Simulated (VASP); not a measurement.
Wanted: the native input for a VASP 6.6.1 run.

* Task: relaxation of cell and atoms
* Functional: PBE
* Potentials or basis: VASP PAW PBE potentials, release 64 (Be, Te)
* Cutoff: 600 eV
* k mesh: 8 × 8 × 4
* Occupations: gaussian, width 0.1 eV
* Spin: no spin polarisation
* Dipole correction: no
* Further INCAR settings: ALGO = Normal; EDIFF = 1e-06; IBRION = 2; EDIFFG = -0.01; NSW = 100; ISIF = 3

The structure of BeTe6 lies in POSCAR:

```
BeTe6
1.0
    4.4328995414      0.0000000000      0.0000000000
    0.0000000000      4.4328995414      0.0000000000
    0.0000000000      0.0000000000     11.2044468281
Be Te
1 6
Direct
    0.0000000000      0.0000000000      0.0000000000
    0.5000000000      0.0000000000      0.8920800386
    0.0000000000      0.5000000000      0.1079199614
    0.0000000000      0.0000000000      0.3688124762
    0.5000000000      0.5000000000      0.3652367522
    0.0000000000      0.0000000000      0.6311875238
    0.5000000000      0.5000000000      0.6347632478
```

One way to write it, as run:

INCAR

```
PREC = Accurate
ENCUT = 600
EDIFF = 1E-6
ISMEAR = 0
SIGMA = 0.1
LREAL = F
LASPH = T
NELM = 60
ALGO = Normal
ISIF = 3
LWAVE = F
LCHARG = F
GGA = PE
IBRION = 2
NSW = 100
EDIFFG = -0.01
```

KPOINTS

```
regular mesh
0
Gamma
  8 8 4
```

Potentials or basis: VASP PAW PBE potentials, release 64 (Be, Te).

Command:

```sh
$ cat potpaw_PBE.64/Be/POTCAR potpaw_PBE.64/Te/POTCAR > POTCAR
$ mpirun -np 1 vasp_std > vasp.out
```

It gave:

The relaxed volume is 31.36 Å³/atom, the relaxed cell is a = 4.434 Å, b = 4.434 Å, c = 11.165 Å, α = 90.00°, β = 90.00°, γ = 90.00° and the space group after relaxing (to 0.05 Å) is P-4m2 (No. 115). The energy gained by relaxing is 0.7 meV/atom, the ionic steps are 8 and the pressure after relaxing is 0.0 GPa. The largest force after relaxing is 0.006 eV/Å and the band gap on the k mesh is zero (band 19 reaches 6.60 eV, above the bottom of band 20 at 4.50 eV).

Caveat: spin-orbit coupling is left out, which moves the levels of the heavy elements.

It took 7.7 min on 1 thread of Intel(R) Xeon(R) 6975P-C (Granite Rapids), on a shared host, peak memory 0.51 GiB.
